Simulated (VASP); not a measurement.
# TiO (P-6m2) in VASP: single point with PBEsol

Aim: the single point of TiO with PBEsol.

Program: VASP 6.6.1. These are calculated values, not measurements. Logs are shortened: lines on timing, memory, paths and dates and some standing lists are left out, and cuts for length are marked.

### Step 1. The cell of the first run

It takes space group P-6m2 (No. 187, hexagonal). Conventional cell: a = 2.482 Å, b = 2.482 Å, c = 2.794 Å, α = 90.00°, β = 90.00°, γ = 120.00°. Ti (site symmetry -6m2) has 6 O at 2.00 Å and 6 Ti at 2.48 Å within 2.7 Å. Within 2.7 Å of O (site symmetry -6m2) lie 6 Ti at 2.00 Å and 6 O at 2.48 Å.

### Step 2. Single point, PBEsol (normal strain along x -0.1100, normal strain along y -0.1100)

INCAR

```
PREC = Accurate
ENCUT = 520
EDIFF = 1E-7
ISMEAR = 0
SIGMA = 0.15
LREAL = F
LASPH = T
NELM = 100
ALGO = Normal
ISIF = 2
LWAVE = F
LCHARG = T
GGA = PS
LELF = T
LVHAR = T
NBANDS = 16
```

KPOINTS

```
Automatic mesh
0
Gamma
  18 18 16
```

POSCAR

```
TiO
1.0
    2.4818522183      0.0000000000      0.0000000000
   -1.2409261092      2.1493470695      0.0000000000
    0.0000000000      0.0000000000      2.7937580351
Ti O
1 1
Direct
    0.6666666667      0.3333333333      0.0000000000
    0.0000000000      0.0000000000      0.5000000000
```

Potentials or basis: VASP PAW PBE potentials, release 64 (Ti_sv, O).

Command:

```
cat potpaw_PBE.64/Ti_sv/POTCAR potpaw_PBE.64/O/POTCAR > POTCAR
mpirun -np 1 vasp_std > vasp.out
```

OUTCAR:

```text
PREC = Accurate
   ENCUT = 520
   EDIFF = 1E-7
   ISMEAR = 0
   LREAL = F
   LASPH = T
   NELM = 100
   ISIF = 2
   GGA = PS

 ion  position               nearest neighbor table
   1  0.667  0.333  0.000-   2 2.00   2 2.00   2 2.00   2 2.00   2 2.00   2 2.00
   2  0.000  0.000  0.500-   1 2.00   1 2.00   1 2.00   1 2.00   1 2.00   1 2.00

  LATTYP: Found a hexagonal cell.
 ALAT       =     2.4818522183
 C/A-ratio  =     1.1256746129

  Lattice vectors:

 A1 = (   2.4818522183,   0.0000000000,   0.0000000000)
 A2 = (  -1.2409261092,   2.1493470695,   0.0000000000)
 A3 = (   0.0000000000,   0.0000000000,   2.7937580351)

Analysis of symmetry for initial positions (statically):
=====================================================================
 Subroutine PRICEL returns:
 Original cell was already a primitive cell.

 Routine SETGRP: Setting up the symmetry group for a
 hexagonal supercell.

 Subroutine GETGRP returns: Found 12 space group operations
 (whereof 12 operations were pure point group operations)
 out of a pool of 24 trial point group operations.

The static configuration has the point symmetry D_3h.

Analysis of symmetry for dynamics (positions and initial velocities):
=====================================================================
 Subroutine PRICEL returns:
 Original cell was already a primitive cell.

 Routine SETGRP: Setting up the symmetry group for a
 hexagonal supercell.

 Subroutine GETGRP returns: Found 12 space group operations
 (whereof 12 operations were pure point group operations)
 out of a pool of 24 trial point group operations.

The dynamic configuration has the point symmetry D_3h.

 Subroutine INISYM returns: Found 12 space group operations
 (whereof 12 operations are pure point group operations),
 and found     1 'primitive' translations

----------------------------------------------------------------------------------------

                                     Primitive cell

  volume of cell :      14.9029

  direct lattice vectors                    reciprocal lattice vectors
     2.481852218  0.000000000  0.000000000     0.402924877  0.232628786  0.000000000
    -1.240926109  2.149347070  0.000000000     0.000000000  0.465257572  0.000000000
     0.000000000  0.000000000  2.793758035     0.000000000  0.000000000  0.357940805

  length of vectors
     2.481852218  2.481852218  2.793758035     0.465257572  0.465257572  0.357940805

  position of ions in fractional coordinates (direct lattice)
     0.666666667  0.333333333  0.000000000
     0.000000000  0.000000000  0.500000000

  ion indices of the primitive-cell ions
   primitive index   ion index
                 1           1
                 2           2

----------------------------------------------------------------------------------------

 KPOINTS: Automatic mesh

Automatic generation of k-mesh.
 Grid dimensions read from file:
 generate k-points for:   18   18   16

 Generating k-lattice:

  Cartesian coordinates                     Fractional coordinates (reciprocal lattice)
     0.022384715  0.012923821  0.000000000     0.055555556  0.000000000  0.000000000
     0.000000000  0.025847643  0.000000000     0.000000000  0.055555556  0.000000000
     0.000000000  0.000000000  0.022371300     0.000000000  0.000000000  0.062500000

  Length of vectors
     0.025847643  0.025847643  0.022371300

  Shift w.r.t. Gamma in fractional coordinates (k-lattice)
     0.000000000  0.000000000  0.000000000

 Subroutine IBZKPT returns following result:
 ===========================================

 Found    333 irreducible k-points:

 Following reciprocal coordinates:
            Coordinates               Weight
  0.000000  0.000000  0.000000      1.000000
  0.055556  0.000000  0.000000      6.000000
  0.111111  0.000000  0.000000      6.000000
  0.166667  0.000000  0.000000      6.000000
  0.222222 -0.000000  0.000000      6.000000
  0.277778  0.000000  0.000000      6.000000
[... 16 lines left out ...]
  0.333333  0.111111  0.000000     12.000000
  0.388889  0.111111  0.000000     12.000000
 [... further k-points ...]
   k-points           NKPTS =    333   k-points in BZ     NKDIM =    333   number of bands    NBANDS=     16
   number of dos      NEDOS =    301   number of ions     NIONS =      2
   total plane-waves  NPLWV =   7776
   dimension x,y,z NGX =    18 NGY =   18 NGZ =   24
   dimension x,y,z NGXF=    36 NGYF=   36 NGZF=   48
   ions per type =               1   1
   NGX,Y,Z   is equivalent  to a cutoff of  12.06, 12.06, 14.28 a.u.
   NGXF,Y,Z  is equivalent  to a cutoff of  24.11, 24.11, 28.56 a.u.
 SYSTEM =  unknown system
   PREC   = accura    normal or accurate (medium, high low for compatibility)
   ISTART =      0    job   : 0-new  1-cont  2-samecut
   ICHARG =      2    charge: 1-file 2-atom 10-const
   ISPIN  =      1    spin polarized calculation?
   LNONCOLLINEAR =      F non collinear calculations
   LSORBIT =      F    spin-orbit coupling
   LASPH  =      T    aspherical Exc in radial PAW
   ENCUT  =  520.0 eV  38.22 Ry    6.18 a.u.   4.61  4.61  5.19*2*pi/ulx,y,z
   NELM   =    100;   NELMIN=  2; NELMDL= -5     # of ELM steps
   EDIFF  = 0.1E-06   stopping-criterion for ELM
   LREAL  =      F    real-space projection
   EDIFFG = 0.1E-05   stopping-criterion for IOM
   NSW    =      0    number of steps for IOM
   IBRION =     -1    ionic relax: 0-MD 1-quasi-New 2-CG
   NFREE  =      0    steps in history (QN), initial steepest desc. (CG)
   ISIF   =      2    stress and relaxation
   ISYM   =      2    0-nonsym 1-usesym 2-fastsym
   POTIM  = 0.5000    time-step for ionic-motion
   TEBEG  =    0.0;   TEEND  =   0.0 temperature during run
   PSTRESS=    0.0 pullay stress
   NELECT =      18.0000    total number of electrons
   NUPDOWN=      -1.0000    fix difference up-down
   EMIN   =  10.00;   EMAX   =-10.00  energy-range for DOS
   EFERMI =   0.00;   METHOD = LEGACY
   ISMEAR =     0;   SIGMA  =   0.15  broadening in eV -4-tet -1-fermi 0-gaus
   EFERMI_NEDOS =   21; number of points for ismear=-14 and -15
   IALGO  =     38    algorithm
   IMIX   =      4    mixing-type and parameters
     AMIX     =   0.40;   BMIX     =  1.00
     AMIX_MAG =   1.60;   BMIX_MAG =  1.00
  volume/ion in A,a.u.               =       7.45        50.28
  Fermi-wavevector in a.u.,A,eV,Ry     =   1.743446  3.294636 41.356338  3.039605
  Thomas-Fermi vector in A             =   2.815517
   LORBIT       =      0    0 simple, 1 ext, 2 COOP (PROOUT), +10 PAW based schemes
   GGA     = PS    functional components
   LHFCALC =     F    Hartree Fock is set to
   AEXX    =    0.0000 exact exchange contribution
   IVDW    =     0    specifies the selected vdW correction
   LEPSILON=     F    determine dielectric tensor
   LRPA    =     F    only Hartree local field effects (RPA)
 non-spin polarized calculation
 Gauss-broadening in eV      SIGMA  =   0.15
  energy-cutoff  :      520.00
  volume of cell :       14.90
 maximum number of plane-waves:       418
   NGX =  9   NGY =  9   NGZ = 11

 number of electron      18.0000009 magnetization

 Free energy of the ion-electron system (eV)
  ---------------------------------------------------
  ext. energy  EPLUGINS =         0.00000000
  ---------------------------------------------------
  free energy    TOTEN  =       -17.59605349 eV

  energy without entropy =      -17.59561917  energy(sigma->0) =      -17.59583633

 E-fermi :  14.8225     XC(G=0): -14.6614

 val. band max:       14.7926391754   @ k =   0.3333   0.3333   0.0000
 cond. band min:      14.9100403113   @ k =   0.3333   0.2778   0.0000
 fundamental gap:      0.1174011359
 Fermi energy:        14.8225305859

 k-point     1 :       0.0000    0.0000    0.0000
  band No.  band energies     occupation
      1     -42.4645      2.00000
      2     -18.7299      2.00000
      3     -17.5874      2.00000
      4     -17.5874      2.00000
      5      -8.4661      2.00000
      6       8.5787      2.00000
[... 8 lines left out ...]
     15      30.9902      0.00000
     16      35.4000      0.00000

 k-point     2 :       0.0556    0.0000    0.0000
  band No.  band energies     occupation
      1     -42.4492      2.00000
      2     -18.7167      2.00000
      3     -17.6731      2.00000
      4     -17.6030      2.00000
      5      -8.3898      2.00000
      6       8.5031      2.00000
[... 8 lines left out ...]
     15      30.9831      0.00000
     16      35.1951      0.00000

 k-point     3 :       0.1111    0.0000    0.0000
  band No.  band energies     occupation
      1     -42.4050      2.00000
      2     -18.6785      2.00000
      3     -17.9145      2.00000
      4     -17.6480      2.00000
      5      -8.1726      2.00000
      6       8.2913      2.00000
[... 8 lines left out ...]
     15      30.9603      0.00000
     16      34.7213      0.00000

 k-point     4 :       0.1667    0.0000    0.0000
  band No.  band energies     occupation
      1     -42.3365      2.00000
      2     -18.6195      2.00000
      3     -18.2697      2.00000
      4     -17.7163      2.00000
      5      -7.8446      2.00000
      6       7.8120      2.00000
[... 8 lines left out ...]
     15      30.9434      0.00000
     16      34.2327      0.00000
[... 324 lines left out ...]
 k-point    22 :       0.2778    0.1111    0.0000
  band No.  band energies     occupation
      1     -42.0469      2.00000
      2     -19.4765      2.00000
      3     -18.3727      2.00000
      4     -18.1237      2.00000
      5      -6.4795      2.00000
      6       5.4785      2.00000
[... 8 lines left out ...]
     15      31.4071      0.00000
     16      34.1230      0.00000

 k-point    23 :       0.3333    0.1111    0.0000
  band No.  band energies     occupation
      1     -41.9780      2.00000
      2     -19.7376      2.00000
      3     -18.3146      2.00000
      4     -18.2124      2.00000
      5      -6.1446      2.00000
      6       4.9922      2.00000
[... 8 lines left out ...]
     15      31.6394      0.00000
     16      33.3983      0.00000

 k-point    24 :       0.3889    0.1111    0.0000
  band No.  band energies     occupation
      1     -41.9325      2.00000
      2     -19.9053      2.00000
      3     -18.2763      2.00000
      4     -18.2698      2.00000
      5      -5.9181      2.00000
      6       4.6773      2.00000
[... 8 lines left out ...]
     15      31.6994      0.00000
     16      32.8989      0.00000

 [... further k-points ...]

------------------------ aborting loop because EDIFF is reached ----------------------------------------

  FORCE on cell =-STRESS in cart. coord.  units (eV):
  Direction    XX          YY          ZZ          XY          YZ          ZX
  --------------------------------------------------------------------------------------
  -------------------------------------------------------------------------------------
  Total       10.6460557     10.6460557      5.4845093     -0.0000000     -0.0000000     -0.0000000
  in kB     1144.5323164   1144.5323164    589.6266455     -0.0000000     -0.0000000     -0.0000000
  external PRESSURE =     959.5637594 kB  Pullay stress =       0.0000000 kB

 VOLUME and BASIS-vectors are now :
 -----------------------------------------------------------------------------
  energy-cutoff  :      520.00
  volume of cell :       14.90
      direct lattice vectors                 reciprocal lattice vectors
     2.481852218  0.000000000  0.000000000     0.402924877  0.232628786  0.000000000
    -1.240926109  2.149347070  0.000000000     0.000000000  0.465257572  0.000000000
     0.000000000  0.000000000  2.793758035     0.000000000  0.000000000  0.357940805

 POSITION                                       TOTAL-FORCE (eV/Angst)
 -----------------------------------------------------------------------------------
      1.24093      0.71645      0.00000         0.000000      0.000000      0.000000
      0.00000      0.00000      1.39688        -0.000000      0.000000      0.000000
 -----------------------------------------------------------------------------------
    total drift:                               -0.000000      0.000000      0.000000

  FREE ENERGIE OF THE ION-ELECTRON SYSTEM (eV)
  ---------------------------------------------------
  free  energy   TOTEN  =       -17.5960534895 eV

  energy  without entropy=      -17.5956191733  energy(sigma->0) =      -17.59583633
```

Wall time 71 s (1 thread of AMD EPYC 7R43 (Zen 3), shared host); peak memory 0.15 GiB.

Results:

```
Free energy            : -17.5961 eV
Pressure               : 96.0 GPa
Band gap on the k mesh : 0.12 eV, indirect (least direct gap 0.16 eV)
```

Caveat: the cell differs from its parent crystal (normal strain along x -0.1100, normal strain along y -0.1100); the PAW data sets were made with another functional, which shifts forces and pressure a little.
